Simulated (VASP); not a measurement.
Here is a VASP 6.6.1 calculation.

The input INCAR:

```
SYSTEM = Mg3Se
PREC = Accurate ; ENCUT = 600
EDIFF = 1E-6 ; ISMEAR = 0
SIGMA = 0.1 ; LREAL = .FALSE.
LASPH = .TRUE. ; NELM = 100
ALGO = Fast ; ISIF = 3
LWAVE = .FALSE. ; LCHARG = .FALSE.
GGA = PE ; IBRION = 2
NSW = 100 ; EDIFFG = -0.01
```

The input KPOINTS:

```
Automatic mesh
0
G
  16 16 16
  0 0 0
```

The input POSCAR:

```
Mg3Se
1.0
   -1.8463365540      2.5938474910      5.4617848199
    1.8463365540     -2.5938474910      5.4617848199
    1.8463365540      2.5938474910     -5.4617848199
Mg Se
3 1
Direct
    0.2337908021      0.7337908021      0.5000000000
    0.7662091979      0.2662091979      0.5000000000
    0.5000000000      0.5000000000      0.0000000000
    0.0000000000      0.5000000000      0.5000000000
```

Potentials or basis: VASP PAW PBE potentials, release 64 (Mg, Se).

Run with:

```sh
$ cat potpaw_PBE.64/Mg/POTCAR potpaw_PBE.64/Se/POTCAR > POTCAR
$ mpirun -np 1 vasp_std > vasp.out
```

Question: Predict the relaxed cell.

Answer: a = 6.322 Å, b = 6.322 Å, c = 6.322 Å, α = 146.00°, β = 131.76°, γ = 60.33°.

Question: Predict the space group after relaxing (to 0.1 Å).

Answer: Immm (No. 71).

Question: Estimate the relaxed volume.

Answer: 26.11 Å³/atom.

Final structure:
```
Mg Se
1.0
    -1.84843    2.58367    5.46629
     1.84843   -2.58367    5.46629
     1.84843    2.58367   -5.46629
Mg Se
3 1
Direct
  0.23394 0.73394 0.50000
  0.76606 0.26606 0.50000
  0.50000 0.50000 0.00000
  0.00000 0.50000 0.50000
```
